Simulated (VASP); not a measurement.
# RuSe (P6_3mc) in VASP: further runs, part 2 of 2

VASP 6.6.1. Earlier steps stand in the parts before.

### Step 3. Single point, PBE, collinear spin, antiferromagnetic start

Input file INCAR:

```
ALGO = Normal
EDIFF = 1E-7
ENCUT = 520
GGA = PE
ISIF = 2
ISMEAR = 0
ISPIN = 2
LASPH = True
LCHARG = False
LMAXMIX = 4
LORBIT = 11
LREAL = False
LWAVE = False
MAGMOM = 4 -4 0 0
NBANDS = 32
NELM = 150
PREC = Accurate
SIGMA = 0.05
```

Input file KPOINTS:

```
k-points
0
Gamma
  5 5 3
```

Input file POSCAR:

```
RuSe
1.0
    4.1061713500      0.0000000000      0.0000000000
   -2.0530856800      3.5560487000      0.0000000000
    0.0000000000      0.0000000000      6.7249606300
Ru Se
2 2
Direct
    0.6666666667      0.3333333333      0.0000000000
    0.3333333333      0.6666666667      0.5000000000
    0.6666666667      0.3333333333      0.6252000000
    0.3333333333      0.6666666667      0.1252000000
```

Potentials or basis: VASP PAW PBE potentials, release 64 (Ru_pv, Se).

Run with:

```sh
$ cat potpaw_PBE.64/Ru_pv/POTCAR potpaw_PBE.64/Se/POTCAR > POTCAR
$ mpirun -np 1 vasp_std > vasp.out
```

OUTCAR:

```text
EDIFF = 1E-7
   ENCUT = 520
   GGA = PE
   ISIF = 2
   ISMEAR = 0
   ISPIN = 2
   LASPH = True
   LORBIT = 11
   LREAL = False
   NELM = 150
   PREC = Accurate

 ion  position               nearest neighbor table
   1  0.667  0.333  0.000-   4 2.52   4 2.52   4 2.52   3 2.52
   2  0.333  0.667  0.500-   3 2.52   3 2.52   3 2.52   4 2.52
   3  0.667  0.333  0.625-   2 2.52   2 2.52   2 2.52   1 2.52
   4  0.333  0.667  0.125-   1 2.52   1 2.52   1 2.52   2 2.52

  LATTYP: Found a hexagonal cell.
 ALAT       =     4.1061713500
 C/A-ratio  =     1.6377691179

  Lattice vectors:

 A1 = (   4.1061713500,   0.0000000000,   0.0000000000)
 A2 = (  -2.0530856800,   3.5560487000,   0.0000000000)
 A3 = (   0.0000000000,   0.0000000000,   6.7249606300)

Analysis of symmetry for initial positions (statically):
[... 891 lines left out ...]
     31      13.9214      0.00000
     32      14.1697      0.00000

------------------------ aborting loop because EDIFF is reached ----------------------------------------

  FORCE on cell =-STRESS in cart. coord.  units (eV):
  Direction    XX          YY          ZZ          XY          YZ          ZX
  --------------------------------------------------------------------------------------
  -------------------------------------------------------------------------------------
  Total       -7.7888357     -7.7888357     -6.4661445      0.0000000      0.0000000      0.0000000
  in kB     -127.0833376   -127.0833375   -105.5021893      0.0000002      0.0000000      0.0000000
  external PRESSURE =    -119.8896215 kB  Pullay stress =       0.0000000 kB

 VOLUME and BASIS-vectors are now :
 -----------------------------------------------------------------------------
  energy-cutoff  :      520.00
  volume of cell :       98.20
      direct lattice vectors                 reciprocal lattice vectors
     4.106171350  0.000000000  0.000000000     0.243535867  0.140605499  0.000000000
    -2.053085680  3.556048700  0.000000000     0.000000000  0.281210997  0.000000000
     0.000000000  0.000000000  6.724960630     0.000000000  0.000000000  0.148699755

 POSITION                                       TOTAL-FORCE (eV/Angst)
 -----------------------------------------------------------------------------------
      2.05309      1.18535      0.00000         0.000000      0.000000     -0.112447
     -0.00000      2.37070      3.36248         0.000000     -0.000000     -0.112447
      2.05309      1.18535      4.20445        -0.000000      0.000000      0.112447
     -0.00000      2.37070      0.84197        -0.000000     -0.000000      0.112447
 -----------------------------------------------------------------------------------
    total drift:                                0.000000     -0.000000     -0.000060

  FREE ENERGIE OF THE ION-ELECTRON SYSTEM (eV)
  ---------------------------------------------------
  free  energy   TOTEN  =       -23.9275377205 eV

  energy  without entropy=      -23.9191030345  energy(sigma->0) =      -23.92332038

 total charge

# of ion       s       p       d       tot
------------------------------------------
    1        0.269   6.120   6.088  12.477
    2        0.269   6.120   6.088  12.477
    3        1.443   2.236   0.095   3.774
    4        1.443   2.236   0.095   3.774
--------------------------------------------------
tot          3.425  16.711  12.366  32.502

 magnetization (x)

# of ion       s       p       d       tot
------------------------------------------
    1       -0.000   0.000   0.000   0.000
    2        0.000  -0.000  -0.000  -0.000
    3       -0.000   0.000  -0.000   0.000
    4        0.000  -0.000   0.000  -0.000
--------------------------------------------------
tot          0.000   0.000   0.000   0.000
```

stdout:

```text
POSCAR found type information on POSCAR RuSe
 POSCAR found :  2 types and       4 ions
 scaLAPACK will be used
 LDA part: xc-table for (Slater+PW92), standard interpolation
 POSCAR, INCAR and KPOINTS ok, starting setup
 FFT: planning ... GRIDC
 FFT: planning ... GRID_SOFT
 FFT: planning ... GRID
 WAVECAR not read
 entering main loop
```

Run time: 2 min. Hardware: 1 thread of Intel Xeon 8259CL, shared host; peak memory 0.27 GiB.

Results:

| Item | Value |
| --- | --- |
| Free energy | -23.9275 eV |
| Pressure | -12.0 GPa |
| Largest force | 0.112 eV/Å |
| Band gap on the k mesh | zero (filled and empty bands overlap) |
| Net moment | 0.00 μB per cell |
| Valence electrons inside the program's atomic spheres | Ru 12.48; Se 3.77 |

Forces on the atoms (eV/Å):
```
Ru   0.000  0.000 -0.112
Ru   0.000  0.000 -0.112
Se   0.000  0.000  0.112
Se   0.000  0.000  0.112
```

Stress tensor (GPa, compression positive):
```
-12.71   0.00   0.00
  0.00 -12.71   0.00
  0.00   0.00 -10.55
```

Levels at points of the mesh, in eV from the Fermi level:
Spin up:
```csv
k point,band 15,band 16,band 17,band 18,band 19,band 20,band 21,band 22,band 23,band 24
"(0.00, 0.00, 0.00)",-1.39,-1.39,-0.91,-0.91,-0.78,1.46,1.46,1.66,2.51,2.89
```
Spin down:
| k point | band 15 | band 16 | band 17 | band 18 | band 19 | band 20 | band 21 | band 22 | band 23 | band 24 |
| --- | --- | --- | --- | --- | --- | --- | --- | --- | --- | --- |
| (0.00, 0.00, 0.00) | -1.39 | -1.39 | -0.91 | -0.91 | -0.78 | 1.46 | 1.46 | 1.66 | 2.51 | 2.89 |

Caveat: the cell stands under tension.
